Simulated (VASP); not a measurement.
Write the native input for VASP 6.6.1 that does the following.

- Task: electric field gradients
- Functional: PBE
- Potentials or basis: VASP PAW PBE potentials, release 64 (Pb_d)
- Cutoff: 520 eV
- k mesh: 14 × 14 × 8
- Occupations: fermi-dirac, width 0.08 eV
- Spin: no spin polarisation
- Dipole correction: no
- Further INCAR settings: ALGO = Normal; EDIFF = 1e-08; NBANDS = 21

The structure of Pb lies in POSCAR:

```
Pb
1.0
    3.5063980399      0.0000000000      0.0000000000
   -1.7531990200      3.0366297783      0.0000000000
    0.0000000000      0.0000000000      5.5061500000
Pb
2
Direct
    0.3333333333      0.6666666667      0.2500000000
    0.6666666667      0.3333333333      0.7500000000
```

This isn't the form of Pb at room conditions, which is fcc.

This cell differs from its parent crystal: z stretched by -1.5 % at fixed volume.

These files were run (other wordings do the same):

INCAR

```
PREC     = Accurate       # precision mode
ENCUT    = 520            # plane-wave cutoff, eV
EDIFF    = 1E-8           # SCF threshold, eV
ISMEAR   = -1             # smearing method
SIGMA    = 0.08           # smearing width, eV
LREAL    = F              # projectors in reciprocal space
LASPH    = T              # aspherical terms in the spheres
NELM     = 100            # most SCF steps
ALGO     = Normal         # electronic algorithm
ISIF     = 2              # what is computed and relaxed
LWAVE    = F              # write WAVECAR
LCHARG   = F              # write CHGCAR
GGA      = PE             # functional
LEFG     = T            
NBANDS   = 21             # bands
```

KPOINTS

```
regular mesh
0
Gamma
  14 14 8
```

Potentials or basis: VASP PAW PBE potentials, release 64 (Pb_d).

Run with:

```sh
$ cat potpaw_PBE.64/Pb_d/POTCAR > POTCAR
$ mpirun -np 1 vasp_std > vasp.out
```

It gave:

* Pressure: 4.1 GPa
* Band gap on the k mesh: zero (bands 14 and 15 overlap by 7.31 eV)
* Largest electric field gradient by atom: Pb -68.3 V/Å²

Caveat: the cell stands under pressure; without QUAD_EFG the Cq values of the log hold for a quadrupole moment of 1 mb, not for the nuclei; spin-orbit coupling is left out, which moves the levels of the heavy elements.

It took 91 s on 1 thread of Intel(R) Xeon(R) Platinum 8488C (Sapphire Rapids) (shared host), peak memory 0.25 GiB.
